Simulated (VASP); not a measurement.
# Si in VASP: single point with PBE

Aim: the single point of Si with PBE.

All numbers are computed with VASP 6.6.1; they aren't measurements. Logs are shortened: lines on timing, memory, paths and dates and some standing lists are left out, and cuts for length are marked.

**1. The cell of the first run**

The cell holds a slab with vacuum, 6 atoms: a = 3.868 Å, b = 3.868 Å, c = 30.602 Å, α = 90.00°, β = 90.00°, γ = 90.00°.

**2. Single point, PBE**

Input file INCAR:

```
SYSTEM = Si
PREC = Accurate
ENCUT = 520
EDIFF = 1E-6
ISMEAR = 0
SIGMA = 0.05
LREAL = .False.
LASPH = .True.
NELM = 100
ALGO = Normal
ISIF = 2
LWAVE = .False.
LCHARG = .False.
LDIPOL = .True.
IDIPOL = 3
DIPOL = 0.5 0.5 0.357
GGA = PE
NBANDS = 21
```

Input file KPOINTS:

```
regular mesh
0
Gamma
  7 7 1
  0 0 0
```

Input file POSCAR:

```
Si
1.0
    3.8677060746      0.0000000000      0.0000000000
    0.0000000000      3.8677060746      0.0000000000
    0.0000000000      0.0000000000     30.6016081968
Si
6
Direct
    0.0000000000      0.5000000000      0.2454557404
    0.0000000000      0.0000000000      0.2899571014
    0.5000000000      0.0000000000      0.3350158048
    0.5000000000      0.5000000000      0.3793119629
    0.0000000000      0.5000000000      0.4246655709
    0.0000000000      0.0000000000      0.4684432109
```

Potentials or basis: VASP PAW PBE potentials, release 64 (Si).

The run is started by

```console
> cat potpaw_PBE.64/Si/POTCAR > POTCAR
> mpirun -np 1 vasp_std > vasp.out
```

OUTCAR:

```text
SYSTEM = Si
   PREC = Accurate
   ENCUT = 520
   EDIFF = 1E-6
   ISMEAR = 0
   LREAL = .False.
   LASPH = .True.
   NELM = 100
   ISIF = 2
   GGA = PE

 ion  position               nearest neighbor table
   1  0.000  0.500  0.245-   2 2.37   2 2.37
   2  0.000  0.000  0.290-   1 2.37   1 2.37   3 2.38   3 2.38
   3  0.500  0.000  0.335-   4 2.36   4 2.36   2 2.38   2 2.38
   4  0.500  0.500  0.379-   3 2.36   3 2.36   5 2.38   5 2.38
   5  0.000  0.500  0.425-   6 2.35   6 2.35   4 2.38   4 2.38
   6  0.000  0.000  0.468-   5 2.35   5 2.35

  LATTYP: Found a simple tetragonal cell.
 ALAT       =     3.8677060746
 C/A-ratio  =     7.9120821506

  Lattice vectors:

 A1 = (   3.8677060746,   0.0000000000,   0.0000000000)
 A2 = (   0.0000000000,   3.8677060746,   0.0000000000)
 A3 = (   0.0000000000,   0.0000000000,  30.6016081968)

Analysis of symmetry for initial positions (statically):
=====================================================================
 Subroutine PRICEL returns:
 Original cell was already a primitive cell.

 Routine SETGRP: Setting up the symmetry group for a
 simple tetragonal supercell.

 Subroutine GETGRP returns: Found  4 space group operations
 (whereof  4 operations were pure point group operations)
 out of a pool of 16 trial point group operations.

The static configuration has the point symmetry C_2v.

Analysis of symmetry for dynamics (positions and initial velocities):
=====================================================================
 Subroutine PRICEL returns:
 Original cell was already a primitive cell.

 Routine SETGRP: Setting up the symmetry group for a
 simple tetragonal supercell.

 Subroutine GETGRP returns: Found  4 space group operations
 (whereof  4 operations were pure point group operations)
 out of a pool of 16 trial point group operations.

The dynamic configuration has the point symmetry C_2v.

 Subroutine INISYM returns: Found  4 space group operations
 (whereof  4 operations are pure point group operations),
 and found     1 'primitive' translations

----------------------------------------------------------------------------------------

                                     Primitive cell

  volume of cell :     457.7741

  direct lattice vectors                    reciprocal lattice vectors
     3.867706075  0.000000000  0.000000000     0.258551188  0.000000000  0.000000000
     0.000000000  3.867706075  0.000000000     0.000000000  0.258551188  0.000000000
     0.000000000  0.000000000 30.601608197     0.000000000  0.000000000  0.032678021

  length of vectors
     3.867706075  3.867706075 30.601608197     0.258551188  0.258551188  0.032678021

  position of ions in fractional coordinates (direct lattice)
     0.000000000  0.500000000  0.245455740
     0.000000000  0.000000000  0.289957101
     0.500000000  0.000000000  0.335015805
     0.500000000  0.500000000  0.379311963
     0.000000000  0.500000000  0.424665571
     0.000000000  0.000000000  0.468443211

  ion indices of the primitive-cell ions
   primitive index   ion index
                 1           1
                 2           2
                 3           3
                 4           4
                 5           5
                 6           6

----------------------------------------------------------------------------------------

 KPOINTS: regular mesh

Automatic generation of k-mesh.
 Grid dimensions read from file:
 generate k-points for:    7    7    1

 Generating k-lattice:

  Cartesian coordinates                     Fractional coordinates (reciprocal lattice)
     0.036935884  0.000000000  0.000000000     0.142857143  0.000000000  0.000000000
     0.000000000  0.036935884  0.000000000     0.000000000  0.142857143  0.000000000
     0.000000000  0.000000000  0.032678021     0.000000000  0.000000000  1.000000000

  Length of vectors
     0.036935884  0.036935884  0.032678021

  Shift w.r.t. Gamma in fractional coordinates (k-lattice)
     0.000000000  0.000000000  0.000000000

 Subroutine IBZKPT returns following result:
 ===========================================

 Found     16 irreducible k-points:

 Following reciprocal coordinates:
            Coordinates               Weight
  0.000000  0.000000  0.000000      1.000000
  0.142857  0.000000  0.000000      2.000000
  0.000000  0.142857  0.000000      2.000000
  0.285714  0.000000  0.000000      2.000000
  0.000000  0.285714  0.000000      2.000000
  0.428571  0.000000  0.000000      2.000000
[... 8 lines left out ...]
 -0.285714  0.428571  0.000000      4.000000
  0.428571  0.428571  0.000000      4.000000
   k-points           NKPTS =     16   k-points in BZ     NKDIM =     16   number of bands    NBANDS=     21
   number of dos      NEDOS =    301   number of ions     NIONS =      6
   total plane-waves  NPLWV = 216000
   dimension x,y,z NGX =    30 NGY =   30 NGZ =  240
   dimension x,y,z NGXF=    60 NGYF=   60 NGZF=  480
   ions per type =               6
   NGX,Y,Z   is equivalent  to a cutoff of  12.89, 12.89, 13.04 a.u.
   NGXF,Y,Z  is equivalent  to a cutoff of  25.79, 25.79, 26.08 a.u.
 SYSTEM =  Si
   PREC   = accura    normal or accurate (medium, high low for compatibility)
   ISTART =      0    job   : 0-new  1-cont  2-samecut
   ICHARG =      2    charge: 1-file 2-atom 10-const
   ISPIN  =      1    spin polarized calculation?
   LNONCOLLINEAR =      F non collinear calculations
   LSORBIT =      F    spin-orbit coupling
   LASPH  =      T    aspherical Exc in radial PAW
   ENCUT  =  520.0 eV  38.22 Ry    6.18 a.u.   7.19  7.19 56.90*2*pi/ulx,y,z
   NELM   =    100;   NELMIN=  2; NELMDL= -5     # of ELM steps
   EDIFF  = 0.1E-05   stopping-criterion for ELM
   LREAL  =      F    real-space projection
   EDIFFG = 0.1E-04   stopping-criterion for IOM
   NSW    =      0    number of steps for IOM
   IBRION =     -1    ionic relax: 0-MD 1-quasi-New 2-CG
   NFREE  =      0    steps in history (QN), initial steepest desc. (CG)
   ISIF   =      2    stress and relaxation
   ISYM   =      2    0-nonsym 1-usesym 2-fastsym
   POTIM  = 0.5000    time-step for ionic-motion
   TEBEG  =    0.0;   TEEND  =   0.0 temperature during run
   PSTRESS=    0.0 pullay stress
   NELECT =      24.0000    total number of electrons
   NUPDOWN=      -1.0000    fix difference up-down
   EMIN   =  10.00;   EMAX   =-10.00  energy-range for DOS
   EFERMI =   0.00;   METHOD = LEGACY
   ISMEAR =     0;   SIGMA  =   0.05  broadening in eV -4-tet -1-fermi 0-gaus
   EFERMI_NEDOS =   21; number of points for ismear=-14 and -15
   IALGO  =     38    algorithm
   IMIX   =      4    mixing-type and parameters
     AMIX     =   0.40;   BMIX     =  1.00
     AMIX_MAG =   1.60;   BMIX_MAG =  1.00
  volume/ion in A,a.u.               =      76.30       514.87
  Fermi-wavevector in a.u.,A,eV,Ry     =   0.612719  1.157871  5.107965  0.375425
  Thomas-Fermi vector in A             =   1.669109
   LORBIT       =      0    0 simple, 1 ext, 2 COOP (PROOUT), +10 PAW based schemes
   GGA     = PE    functional components
   LHFCALC =     F    Hartree Fock is set to
   AEXX    =    0.0000 exact exchange contribution
   IVDW    =     0    specifies the selected vdW correction
   LEPSILON=     F    determine dielectric tensor
   LRPA    =     F    only Hartree local field effects (RPA)
 non-spin polarized calculation
 Gauss-broadening in eV      SIGMA  =   0.05
  energy-cutoff  :      520.00
  volume of cell :      457.77
 maximum number of plane-waves:     12356
 NGX is ok and might be reduce to    30
   NGX = 15   NGY = 15   NGZ =113

 dipolmoment           0.000000      0.000000      0.000245 electrons x Angstroem

 number of electron      23.9999999 magnetization

 dipolmoment           0.000000      0.000000     -0.001764 electrons x Angstroem

 Free energy of the ion-electron system (eV)
  ---------------------------------------------------
  ext. energy  EPLUGINS =         0.00000000
  ---------------------------------------------------
  free energy    TOTEN  =       -28.61940157 eV

  energy without entropy =      -28.61135653  energy(sigma->0) =      -28.61537905

 E-fermi :  -2.4325     XC(G=0):  -3.1312

 val. band max:       -2.4381342821   @ k =  -0.1429   0.2857   0.0000
 cond. band min:      -2.4317842497   @ k =   0.4286   0.2857   0.0000
 fundamental gap:      0.0063500324
 Fermi energy:        -2.4324507000

 k-point     1 :       0.0000    0.0000    0.0000
  band No.  band energies     occupation
      1     -13.6902      2.00000
      2     -12.5176      2.00000
      3     -10.7759      2.00000
      4      -8.4819      2.00000
      5      -5.8943      2.00000
      6      -4.7429      2.00000
[... 13 lines left out ...]
     20       1.3014      0.00000
     21       2.5065      0.00000

 k-point     2 :       0.1429    0.0000    0.0000
  band No.  band energies     occupation
      1     -13.5228      2.00000
      2     -12.3753      2.00000
      3     -10.7594      2.00000
      4      -8.3969      2.00000
      5      -6.3778      2.00000
      6      -5.0069      2.00000
[... 13 lines left out ...]
     20       1.7875      0.00000
     21       2.3144      0.00000

 k-point     3 :       0.0000    0.1429    0.0000
  band No.  band energies     occupation
      1     -13.5199      2.00000
      2     -12.3623      2.00000
      3     -10.5929      2.00000
      4      -8.6255      2.00000
      5      -6.3338      2.00000
      6      -5.4784      2.00000
[... 13 lines left out ...]
     20       1.9135      0.00000
     21       2.2780      0.00000

 k-point     4 :       0.2857    0.0000    0.0000
  band No.  band energies     occupation
      1     -13.0357      2.00000
      2     -11.9918      2.00000
      3     -10.8647      2.00000
      4      -8.2819      2.00000
      5      -7.3978      2.00000
      6      -6.1976      2.00000
[... 13 lines left out ...]
     20       2.4956      0.00000
     21       3.0626      0.00000

 k-point     5 :       0.0000    0.2857    0.0000
  band No.  band energies     occupation
      1     -13.0253      2.00000
      2     -11.9538      2.00000
      3     -10.0623      2.00000
      4      -9.2500      2.00000
      5      -7.6128      2.00000
      6      -6.1815      2.00000
[... 13 lines left out ...]
     20       2.8238      0.00000
     21       2.9470      0.00000

 k-point     6 :       0.4286    0.0000    0.0000
  band No.  band energies     occupation
      1     -12.2992      2.00000
      2     -11.5729      2.00000
      3     -11.3975      2.00000
      4      -8.5009      2.00000
      5      -7.8642      2.00000
      6      -6.6905      2.00000
[... 13 lines left out ...]
     20       2.1778      0.00000
     21       2.6300      0.00000

 k-point     7 :       0.0000    0.4286    0.0000
  band No.  band energies     occupation
      1     -12.2876      2.00000
      2     -11.7025      2.00000
      3      -9.8231      2.00000
      4      -9.4840      2.00000
      5      -8.5989      2.00000
      6      -7.6689      2.00000
[... 13 lines left out ...]
     20       2.1076      0.00000
     21       2.3720      0.00000
[... 99 lines left out ...]
      1     -12.1147      2.00000
      2     -11.5292      2.00000
      3      -9.7187      2.00000
      4      -9.4010      2.00000
      5      -8.5904      2.00000
      6      -7.6852      2.00000
[... 13 lines left out ...]
     20       1.9340      0.00000
     21       2.8908      0.00000

 k-point    13 :       0.2857    0.2857    0.0000
  band No.  band energies     occupation
      1     -12.3629      2.00000
      2     -11.3804      2.00000
      3     -10.1328      2.00000
      4      -8.8684      2.00000
      5      -7.6703      2.00000
      6      -6.7364      2.00000
[... 13 lines left out ...]
     20       3.0204      0.00000
     21       3.3987      0.00000

 k-point    14 :       0.4286    0.2857    0.0000
  band No.  band energies     occupation
      1     -11.6123      2.00000
      2     -10.8917      2.00000
      3     -10.6833      2.00000
      4      -8.7062      2.00000
      5      -7.8675      2.00000
      6      -7.5230      2.00000
[... 13 lines left out ...]
     20       2.7631      0.00000
     21       3.5841      0.00000

 k-point    15 :      -0.2857    0.4286    0.0000
  band No.  band energies     occupation
      1     -11.6081      2.00000
      2     -11.0238      2.00000
      3      -9.4655      2.00000
      4      -9.2961      2.00000
      5      -8.6867      2.00000
      6      -7.9702      2.00000
[... 13 lines left out ...]
     20       2.9243      0.00000
     21       3.4641      0.00000

 k-point    16 :       0.4286    0.4286    0.0000
  band No.  band energies     occupation
      1     -10.8230      2.00000
      2     -10.2754      2.00000
      3      -9.8363      2.00000
      4      -9.3572      2.00000
      5      -8.6910      2.00000
      6      -8.6289      2.00000
[... 13 lines left out ...]
     20       2.4772      0.00000
     21       3.3714      0.00000

------------------------ aborting loop because EDIFF is reached ----------------------------------------

 vacuum level on the upper side and lower side of the slab       (xc-potential included)        -0.019         0.002

  FORCE on cell =-STRESS in cart. coord.  units (eV):
  Direction    XX          YY          ZZ          XY          YZ          ZX
  --------------------------------------------------------------------------------------
  -------------------------------------------------------------------------------------
  Total       -3.1216722     -0.6821001     -0.1429922      0.0000000      0.0000000      0.0000000
  in kB      -10.9256354     -2.3873029     -0.5004628      0.0000000      0.0000000      0.0000000
  external PRESSURE =      -4.6044671 kB  Pullay stress =       0.0000000 kB

 VOLUME and BASIS-vectors are now :
 -----------------------------------------------------------------------------
  energy-cutoff  :      520.00
  volume of cell :      457.77
      direct lattice vectors                 reciprocal lattice vectors
     3.867706075  0.000000000  0.000000000     0.258551188  0.000000000  0.000000000
     0.000000000  3.867706075  0.000000000     0.000000000  0.258551188  0.000000000
     0.000000000  0.000000000 30.601608197     0.000000000  0.000000000  0.032678021

 POSITION                                       TOTAL-FORCE (eV/Angst)
 -----------------------------------------------------------------------------------
      0.00000      1.93385      7.51134         0.000000      0.000000      0.062453
      0.00000      0.00000      8.87315         0.000000      0.000000     -0.056543
      1.93385      0.00000     10.25202         0.000000      0.000000      0.032566
      1.93385      1.93385     11.60756         0.000000      0.000000      0.010614
      0.00000      1.93385     12.99545         0.000000      0.000000     -0.110558
      0.00000      0.00000     14.33512         0.000000      0.000000      0.061468
 -----------------------------------------------------------------------------------
    total drift:                               -0.000000      0.000000      0.000096

  FREE ENERGIE OF THE ION-ELECTRON SYSTEM (eV)
  ---------------------------------------------------
  free  energy   TOTEN  =       -28.6194015666 eV

  energy  without entropy=      -28.6113565267  energy(sigma->0) =      -28.61537905

 vacuum level on the upper side and lower side of the slab         2.890         2.911
```

It took 4.7 min on 1 thread of Intel Xeon Platinum 8259CL at 2.50GHz (Skylake/Cascade Lake), shared host; peak memory 0.53 GiB.

What came out:

| Quantity | Value |
| --- | --- |
| Free energy | -28.6194 eV |
| Largest force | 0.111 eV/Å |
| Band gap on the k mesh | zero (bands 12 and 13 overlap by 0.83 eV) |

Forces on the atoms (eV/Å):
```
Si   0.000  0.000  0.062
Si   0.000  0.000 -0.057
Si   0.000  0.000  0.033
Si   0.000  0.000  0.011
Si   0.000  0.000 -0.111
Si   0.000  0.000  0.061
```
